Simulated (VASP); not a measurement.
# Ni (Im-3m) in VASP: further runs, part 2 of 2

VASP 6.6.1.

**4. Single point, r2SCAN+D3(BJ), collinear spin, ferromagnetic start**

POSCAR

```
Ni
1.0
   -1.3837150000      1.3837150000      1.3837150000
    1.3837150000     -1.3837150000      1.3837150000
    1.3837150000      1.3837150000     -1.3837150000
Ni
1
Direct
    0.0000000000      0.0000000000      0.0000000000
```

INCAR.step1

```
SYSTEM = Ni
  PREC = Accurate
  ENCUT = 520
  ISMEAR = -1
  SIGMA = 0.1
  LREAL = .FALSE.
  LASPH = .TRUE.
  NELM = 150
  ISPIN = 2
  MAGMOM = 0.83
  NUPDOWN = 0.7
  LMAXMIX = 4
  NBANDS = 15
  GGA = PE
  ALGO = Normal
  EDIFF = 1E-4
  LWAVE = .TRUE.
  LCHARG = .FALSE.
```

INCAR.step2

```
SYSTEM = Ni
  PREC = Accurate
  ENCUT = 520
  EDIFF = 1E-6
  ISMEAR = -1
  SIGMA = 0.1
  LREAL = .FALSE.
  LASPH = .TRUE.
  NELM = 150
  ALGO = Normal
  ISIF = 2
  LWAVE = .FALSE.
  LCHARG = .FALSE.
  ISPIN = 2
  MAGMOM = 0.83
  LORBIT = 11
  NUPDOWN = 0.7
  LMAXMIX = 4
  METAGGA = R2SCAN
  LMIXTAU = .TRUE.
  IVDW = 12
  VDW_S6 = 1.0
  VDW_S8 = 0.78981345
  VDW_A1 = 0.49484001
  VDW_A2 = 5.73083694
  NBANDS = 15
  ISTART = 1
```

KPOINTS

```
Automatic mesh
0
G
  15 15 15
  0 0 0
```

Potentials or basis: VASP PAW PBE potentials, release 64 (Ni).

The run is started by

```bash
$ cat potpaw_PBE.64/Ni/POTCAR > POTCAR
$ cp INCAR.step1 INCAR
$ mpirun -np 1 vasp_std > vasp.out
$ cp INCAR.step2 INCAR
$ mpirun -np 1 vasp_std > vasp.out
```

OUTCAR:

```text
SYSTEM = Ni
   PREC = Accurate
   ENCUT = 520
   EDIFF = 1E-6
   ISMEAR = -1
   LREAL = .FALSE.
   LASPH = .TRUE.
   NELM = 150
   ISIF = 2
   ISPIN = 2
   LORBIT = 11
   NUPDOWN = 0.7
   METAGGA = R2SCAN
   IVDW = 12
   ISTART = 1
 IVDW          = 12

 ion  position               nearest neighbor table
   1  0.000  0.000  0.000-

  LATTYP: Found a body centered cubic cell.
 ALAT       =     2.7674300000

  Lattice vectors:

 A1 = (  -1.3837150000,   1.3837150000,   1.3837150000)
 A2 = (   1.3837150000,  -1.3837150000,   1.3837150000)
 A3 = (   1.3837150000,   1.3837150000,  -1.3837150000)

Analysis of symmetry for initial positions (statically):
=====================================================================
 Subroutine PRICEL returns:
 Original cell was already a primitive cell.

 Routine SETGRP: Setting up the symmetry group for a
 body centered cubic supercell.

 Subroutine GETGRP returns: Found 48 space group operations
 (whereof 48 operations were pure point group operations)
 out of a pool of 48 trial point group operations.

The static configuration has the point symmetry O_h .
[... 631 lines left out ...]
     12      44.3823      0.00000
     13      44.3824      0.00000
     14      44.3824      0.00000
[... 403 lines left out ...]
      4       9.0796      0.98606
      5       9.5101      0.48863
      6      13.3620      0.00000
      7      17.0876      0.00000
      8      22.8168      0.00000
      9      30.0514      0.00000
     10      37.9763      0.00000
     11      43.3832      0.00000
     12      46.4047      0.00000
     13      49.9925      0.00000
     14      55.4961      0.00000
     15      58.0487      0.00000

 [... further k-points ...]

------------------------ aborting loop because EDIFF is reached ----------------------------------------

 Edisp (eV)   -0.22310

 E8    (eV) :    -0.0753

  FORCE on cell =-STRESS in cart. coord.  units (eV):
  Direction    XX          YY          ZZ          XY          YZ          ZX
  --------------------------------------------------------------------------------------
  -------------------------------------------------------------------------------------
  Total      -0.16227    -0.16227    -0.16227     0.00000    -0.00000     0.00000
  in kB     -24.53320   -24.53320   -24.53320     0.00000    -0.00000     0.00000
  external pressure =      -24.53 kB  Pullay stress =        0.00 kB

 VOLUME and BASIS-vectors are now :
 -----------------------------------------------------------------------------
  energy-cutoff  :      520.00
  volume of cell :       10.60
      direct lattice vectors                 reciprocal lattice vectors
    -1.383715000  1.383715000  1.383715000     0.000000000  0.361346086  0.361346086
     1.383715000 -1.383715000  1.383715000     0.361346086  0.000000000  0.361346086
     1.383715000  1.383715000 -1.383715000     0.361346086  0.361346086  0.000000000

 POSITION                                       TOTAL-FORCE (eV/Angst)
 -----------------------------------------------------------------------------------
      0.00000      0.00000      0.00000         0.000000     -0.000000     -0.000000
 -----------------------------------------------------------------------------------
    total drift:                                0.000000      0.000000      0.000000

  FREE ENERGIE OF THE ION-ELECTRON SYSTEM (eV)
  ---------------------------------------------------
  free  energy   TOTEN  =       -12.0718563438 eV

  energy  without entropy=      -12.0280359079  energy(sigma->0) =      -12.04994613

 total charge

# of ion       s       p       d       tot
------------------------------------------
    1        0.519   0.531   8.346   9.397

 magnetization (x)

# of ion       s       p       d       tot
------------------------------------------
    1       -0.005  -0.027   0.746   0.714
```

It took 89 s on 1 thread of Intel Xeon Platinum 8559C (Emerald Rapids), shared host; peak memory 0.16 GiB.

Results:

- Free energy: -12.0719 eV
- Pressure: -2.5 GPa
- Net moment: 0.70 μB per cell
- Site moments: Ni +0.71 μB
- Valence electrons inside the program's atomic spheres: Ni 9.40
- Dispersion energy per atom: -0.223 eV

Caveat: the PAW data sets were made with another functional, which shifts forces and pressure a little; the total moment is fixed, so each spin has its own Fermi level.

**5. Single point, r2SCAN+D3(BJ), collinear spin, ferromagnetic start**

POSCAR is that of step 4.

INCAR.step1

```
SYSTEM = Ni
PREC = Accurate ; ENCUT = 520
ISMEAR = -1 ; SIGMA = 0.1
LREAL = .False. ; LASPH = .True.
NELM = 150 ; ISPIN = 2
MAGMOM = 1.23 ; NUPDOWN = 1.1
LMAXMIX = 4 ; NBANDS = 15
GGA = PE ; ALGO = Normal
EDIFF = 1E-4 ; LWAVE = .True.
LCHARG = .False.
```

INCAR.step2

```
SYSTEM = Ni
PREC = Accurate ; ENCUT = 520
EDIFF = 1E-6 ; ISMEAR = -1
SIGMA = 0.1 ; LREAL = .False.
LASPH = .True. ; NELM = 150
ALGO = Normal ; ISIF = 2
LWAVE = .False. ; LCHARG = .False.
ISPIN = 2 ; MAGMOM = 1.23
LORBIT = 11 ; NUPDOWN = 1.1
LMAXMIX = 4 ; METAGGA = R2SCAN
LMIXTAU = .True. ; IVDW = 12
VDW_S6 = 1.0 ; VDW_S8 = 0.78981345
VDW_A1 = 0.49484001 ; VDW_A2 = 5.73083694
NBANDS = 15 ; ISTART = 1
```

KPOINTS

```
Automatic mesh
0
Gamma
  15 15 15
  0 0 0
```

Potentials or basis: VASP PAW PBE potentials, release 64 (Ni).

The run is started by

```bash
$ cat potpaw_PBE.64/Ni/POTCAR > POTCAR
$ cp INCAR.step1 INCAR
$ mpirun -np 1 vasp_std > vasp.out
$ cp INCAR.step2 INCAR
$ mpirun -np 1 vasp_std > vasp.out
```

OUTCAR:

```text
SYSTEM = Ni
   PREC = Accurate
   ENCUT = 520
   EDIFF = 1E-6
   ISMEAR = -1
   LREAL = .False.
   LASPH = .True.
   NELM = 150
   ISIF = 2
   ISPIN = 2
   LORBIT = 11
   NUPDOWN = 1.1
   METAGGA = R2SCAN
   IVDW = 12
   ISTART = 1
 IVDW          = 12

 ion  position               nearest neighbor table
   1  0.000  0.000  0.000-

  LATTYP: Found a body centered cubic cell.
 ALAT       =     2.7674300000

  Lattice vectors:

 A1 = (  -1.3837150000,   1.3837150000,   1.3837150000)
 A2 = (   1.3837150000,  -1.3837150000,   1.3837150000)
 A3 = (   1.3837150000,   1.3837150000,  -1.3837150000)

Analysis of symmetry for initial positions (statically):
=====================================================================
 Subroutine PRICEL returns:
 Original cell was already a primitive cell.

 Routine SETGRP: Setting up the symmetry group for a
 body centered cubic supercell.

 Subroutine GETGRP returns: Found 48 space group operations
 (whereof 48 operations were pure point group operations)
 out of a pool of 48 trial point group operations.

The static configuration has the point symmetry O_h .

Analysis of symmetry for dynamics (positions and initial velocities):
=====================================================================
 Subroutine PRICEL returns:
 Original cell was already a primitive cell.

 Routine SETGRP: Setting up the symmetry group for a
 body centered cubic supercell.

 Subroutine GETGRP returns: Found 48 space group operations
 (whereof 48 operations were pure point group operations)
 out of a pool of 48 trial point group operations.

The dynamic configuration has the point symmetry O_h .

Analysis of structural, dynamic, and magnetic symmetry:
=====================================================================
 Subroutine PRICEL returns:
 Original cell was already a primitive cell.

 Routine SETGRP: Setting up the symmetry group for a
 body centered cubic supercell.

 Subroutine GETGRP returns: Found 48 space group operations
 (whereof 48 operations were pure point group operations)
 out of a pool of 48 trial point group operations.

The overall configuration has the point symmetry O_h .

 Subroutine INISYM returns: Found 48 space group operations
 (whereof 48 operations are pure point group operations),
 and found     1 'primitive' translations

----------------------------------------------------------------------------------------

                                     Primitive cell

  volume of cell :      10.5974

  direct lattice vectors                    reciprocal lattice vectors
    -1.383715000  1.383715000  1.383715000     0.000000000  0.361346086  0.361346086
     1.383715000 -1.383715000  1.383715000     0.361346086  0.000000000  0.361346086
     1.383715000  1.383715000 -1.383715000     0.361346086  0.361346086  0.000000000

  length of vectors
     2.396664683  2.396664683  2.396664683     0.511020536  0.511020536  0.511020536

  position of ions in fractional coordinates (direct lattice)
     0.000000000  0.000000000  0.000000000

  ion indices of the primitive-cell ions
   primitive index   ion index
                 1           1

----------------------------------------------------------------------------------------

 KPOINTS: Automatic mesh

Automatic generation of k-mesh.
 Grid dimensions read from file:
 generate k-points for:   15   15   15

 Generating k-lattice:
[... 72 lines left out ...]
   PSTRESS=    0.0 pullay stress
   NELECT =      10.0000    total number of electrons
   NUPDOWN=       1.1000    fix difference up-down
   EMIN   =  10.00;   EMAX   =-10.00  energy-range for DOS
   EFERMI =   0.00;   METHOD = LEGACY
   ISMEAR =    -1;   SIGMA  =   0.10  broadening in eV -4-tet -1-fermi 0-gaus
   EFERMI_NEDOS =   21; number of points for ismear=-14 and -15
   IALGO  =     38    algorithm
   IMIX   =      4    mixing-type and parameters
     AMIX     =   0.40;   BMIX     =  1.00
     AMIX_MAG =   1.60;   BMIX_MAG =  1.00
  volume/ion in A,a.u.               =      10.60        71.51
  Fermi-wavevector in a.u.,A,eV,Ry     =   1.605739  3.034406 35.081214  2.578397
  Thomas-Fermi vector in A             =   2.702037
   LORBIT       =     11    0 simple, 1 ext, 2 COOP (PROOUT), +10 PAW based schemes
   METAGGA = R2SCAN    functional components
   LHFCALC =     F    Hartree Fock is set to
   AEXX    =    0.0000 exact exchange contribution
   IVDW    =    12    specifies the selected vdW correction
   LEPSILON=     F    determine dielectric tensor
   LRPA    =     F    only Hartree local field effects (RPA)
 spin polarized calculation
  energy-cutoff  :      520.00
  volume of cell :       10.60
 maximum number of plane-waves:       321
 NGX is ok and might be reduce to    18
   NGX =  9   NGY =  9   NGZ =  9

 number of electron      10.0000004 magnetization       1.1000001

 Free energy of the ion-electron system (eV)
  ---------------------------------------------------
  ext. energy  EPLUGINS =         0.00000000
  ---------------------------------------------------
  free energy    TOTEN  =       -11.69354020 eV

  energy without entropy =      -11.63025467  energy(sigma->0) =      -11.66189743

 E-fermi :   9.4367     XC(G=0): -14.6083

 val. band max:       10.8975813407   @ k =  -0.4000   0.4000   0.2000
 cond. band min:       9.4380764059   @ k =  -0.2000   0.2667   0.0667
 fundamental gap:     -1.4595049348
 Fermi energy:        10.9363456824

 spin component 1

 k-point     1 :       0.0000    0.0000    0.0000
  band No.  band energies     occupation
      1      -0.0711      1.00000
      2       6.3562      1.00000
      3       6.3564      1.00000
      4       6.3564      1.00000
      5       7.7233      1.00000
      6       7.7233      1.00000
      7      37.1468      0.00000
      8      37.1470      0.00000
      9      37.1470      0.00000
     10      42.3214      0.00000
     11      42.3214      0.00000
     12      43.7995      0.00000
     13      43.7998      0.00000
     14      43.7998      0.00000
[... 403 lines left out ...]
      4       7.6580      1.00000
      5       8.0427      1.00000
      6      12.6869      0.00000
      7      16.3408      0.00000
      8      22.4176      0.00000
      9      29.7293      0.00000
     10      37.6926      0.00000
     11      43.1379      0.00000
     12      45.9781      0.00000
     13      48.9117      0.00000
     14      52.3171      0.00000
     15      57.7387      0.00000

 [... further k-points ...]

 spin component 2

 k-point     1 :       0.0000    0.0000    0.0000
  band No.  band energies     occupation
      1      -0.0240      1.00000
      2       7.8712      1.00000
      3       7.8712      1.00000
      4       7.8714      1.00000
      5       9.1630      0.93913
      6       9.1630      0.93913
      7      37.3785      0.00000
      8      37.3785      0.00000
      9      37.3786      0.00000
     10      42.5800      0.00000
     11      42.5800      0.00000
     12      44.5234      0.00000
     13      44.5234      0.00000
     14      44.5234      0.00000
[... 403 lines left out ...]
      4       9.1555      0.94330
      5       9.5715      0.20609
      6      13.3927      0.00000
      7      17.1307      0.00000
      8      22.8924      0.00000
      9      30.1486      0.00000
     10      38.0821      0.00000
     11      43.5078      0.00000
     12      46.5169      0.00000
     13      50.0968      0.00000
     14      55.5302      0.00000
     15      58.2101      0.00000

 [... further k-points ...]

------------------------ aborting loop because EDIFF is reached ----------------------------------------

 Edisp (eV)   -0.22310

 E8    (eV) :    -0.0753

  FORCE on cell =-STRESS in cart. coord.  units (eV):
  Direction    XX          YY          ZZ          XY          YZ          ZX
  --------------------------------------------------------------------------------------
  -------------------------------------------------------------------------------------
  Total       0.17642     0.17642     0.17642    -0.00000     0.00000    -0.00000
  in kB      26.67228    26.67228    26.67228    -0.00000     0.00000    -0.00000
  external pressure =       26.67 kB  Pullay stress =        0.00 kB

 VOLUME and BASIS-vectors are now :
 -----------------------------------------------------------------------------
  energy-cutoff  :      520.00
  volume of cell :       10.60
      direct lattice vectors                 reciprocal lattice vectors
    -1.383715000  1.383715000  1.383715000     0.000000000  0.361346086  0.361346086
     1.383715000 -1.383715000  1.383715000     0.361346086  0.000000000  0.361346086
     1.383715000  1.383715000 -1.383715000     0.361346086  0.361346086  0.000000000

 POSITION                                       TOTAL-FORCE (eV/Angst)
 -----------------------------------------------------------------------------------
      0.00000      0.00000      0.00000         0.000000      0.000000      0.000000
 -----------------------------------------------------------------------------------
    total drift:                                0.000000      0.000000     -0.000000

  FREE ENERGIE OF THE ION-ELECTRON SYSTEM (eV)
  ---------------------------------------------------
  free  energy   TOTEN  =       -11.9166376953 eV

  energy  without entropy=      -11.8533521680  energy(sigma->0) =      -11.88499493

 total charge

# of ion       s       p       d       tot
------------------------------------------
    1        0.534   0.571   8.275   9.381

 magnetization (x)

# of ion       s       p       d       tot
------------------------------------------
    1        0.018   0.022   1.055   1.094
```

It took 84 s on 1 thread of Intel Xeon Platinum 8559C (Emerald Rapids), shared host; peak memory 0.15 GiB.

Results:

- Free energy: -11.9166 eV
- Pressure: 2.7 GPa
- Net moment: 1.10 μB per cell
- Site moments: Ni +1.09 μB
- Valence electrons inside the program's atomic spheres: Ni 9.38
- Dispersion energy per atom: -0.223 eV

Caveat: the PAW data sets were made with another functional, which shifts forces and pressure a little; the total moment is fixed, so each spin has its own Fermi level.

**6. Overview**

```csv
spin,fixed moment (μB),pressure (GPa),moment (μB)
"collinear, zero start",0.0,-5.5,0.00
"collinear, ferromagnetic start",0.4,-4.2,0.40
"collinear, ferromagnetic start",0.7,-2.5,0.70
"collinear, ferromagnetic start",1.1,2.7,1.10
```

Alike in all rows: task single point; level r2SCAN+D3(BJ); potentials or basis VASP PAW PBE potentials, release 64 (Ni); cell as given; k mesh 15 × 15 × 15; cutoff (eV) 520; smearing fermi-dirac 0.1 eV.

Caveats: the PAW data sets were made with another functional, which shifts forces and pressure a little; the total moment is fixed, so each spin has its own Fermi level.

Total energies depend on the potentials used, so only differences within one code and one set of settings carry meaning.
